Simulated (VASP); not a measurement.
## S: single point with PBEsol+D3(BJ)

Crystal: S.

```
S
1.0
     0.00000    1.95825    1.95825
     1.95825    0.00000    1.95825
     1.95825    1.95825    0.00000
S
1
Direct
  0.00000 0.00000 0.00000
```

```json
{"Program": "VASP 6.6.1", "Task": "single point", "Functional": "PBEsol", "Dispersion": "D3(BJ)", "Potentials or basis": "VASP PAW PBE potentials, release 64 (S)", "Cutoff": "520 eV", "k mesh": "10 × 10 × 10", "Occupations": "fermi-dirac, width 0.01 eV", "Spin": "no spin polarisation"}
```

```yaml
Pressure: -4.8 GPa
Band_gap_on_the_k_mesh: zero (band 3 reaches 11.70 eV, above the bottom of band 4 at 5.51 eV)
Dispersion_energy_per_atom: -0.318 eV
```

Levels at points of the mesh, in eV from the Fermi level:
```
           k point  band 1  band 2  band 3  band 4  band 5  band 6  band 7
(0.00, 0.00, 0.00)  -17.18    3.61    3.61    3.61   12.24   12.24   12.24
(0.50, 0.00, 0.00)  -12.69   -7.85    2.20    2.20    9.69   11.40   11.40
(0.50, 0.50, 0.00)  -10.86   -6.77   -0.77   -0.77    5.24    5.69   22.58
```

It took 11 s on 1 thread of AMD EPYC 7R13 (shared host), peak memory 0.11 GiB.

Caveat: three body term missing; the PAW data sets were made with another functional, which shifts forces and pressure a little; pairwise dispersion overbinds metals, which lowers pressure and volume.
